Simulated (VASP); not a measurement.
Set up this calculation in VASP 6.6.1, as the native input.

```yaml
Task: relaxation of the atoms
Functional: PBE
Potentials_or_basis: VASP PAW PBE potentials, release 64 (Ge_d, N)
Cutoff: 520 eV
k_mesh: 6 × 6 × 6
Occupations: fermi-dirac, width 0.02 eV
Spin: no spin polarisation
Dipole_correction: no
Further_INCAR_settings: ALGO = Normal; EDIFF = 1e-07; IBRION = 2; EDIFFG = -0.02; NSW = 80
```

The structure of Ge3N4 lies in POSCAR:

```
Ge3N4
1.0
    0.0000000000      4.0984005494      4.0984005494
    4.0984005494      0.0000000000      4.0984005494
    4.0984005494      4.0984005494      0.0000000000
Ge N
6 8
Direct
    0.1250000000      0.1250000000      0.1250000000
    0.6250000000      0.1250000000      0.1250000000
    0.1250000000      0.1250000000      0.6250000000
    0.1250000000      0.6250000000      0.1250000000
    0.5000000000      0.5000000000      0.5000000000
    0.7500000000      0.7500000000      0.7500000000
    0.8832000000      0.8832000000      0.8832000000
    0.8996000000      0.3668000000      0.3668000000
    0.8832000000      0.8832000000      0.3504000000
    0.3668000000      0.8996000000      0.3668000000
    0.3504000000      0.8832000000      0.8832000000
    0.3668000000      0.3668000000      0.3668000000
    0.8832000000      0.3504000000      0.8832000000
    0.3668000000      0.3668000000      0.8996000000
```

These files were run (other wordings do the same):

INCAR

```
SYSTEM = Ge3N4
PREC = Accurate ; ENCUT = 520
EDIFF = 1E-7 ; ISMEAR = -1
SIGMA = 0.02 ; LREAL = .FALSE.
LASPH = .TRUE. ; NELM = 120
ALGO = Normal ; ISIF = 2
LWAVE = .FALSE. ; LCHARG = .FALSE.
GGA = PE ; IBRION = 2
NSW = 80 ; EDIFFG = -0.02
GGA_COMPAT = .FALSE. ; NELMIN = 4
KPAR = 4
```

KPOINTS

```
regular mesh
0
G
  6 6 6
  0 0 0
```

Potentials or basis: VASP PAW PBE potentials, release 64 (Ge_d, N).

Run with:

```console
$ cat potpaw_PBE.64/Ge_d/POTCAR potpaw_PBE.64/N/POTCAR > POTCAR
$ mpirun -np 4 vasp_std > vasp.out
```

It gave:

```
Energy gained by relaxing : 0.3 meV/atom
Ionic steps               : 3
Pressure after relaxing   : 9.8 GPa
Band gap on the k mesh    : 2.28 eV (least direct gap 2.28 eV)
```

Run time: 2.8 min on 4 MPI ranks on Oxide Virtual Turin-like Processor, on a shared host, peak memory 0.37 GiB a rank.
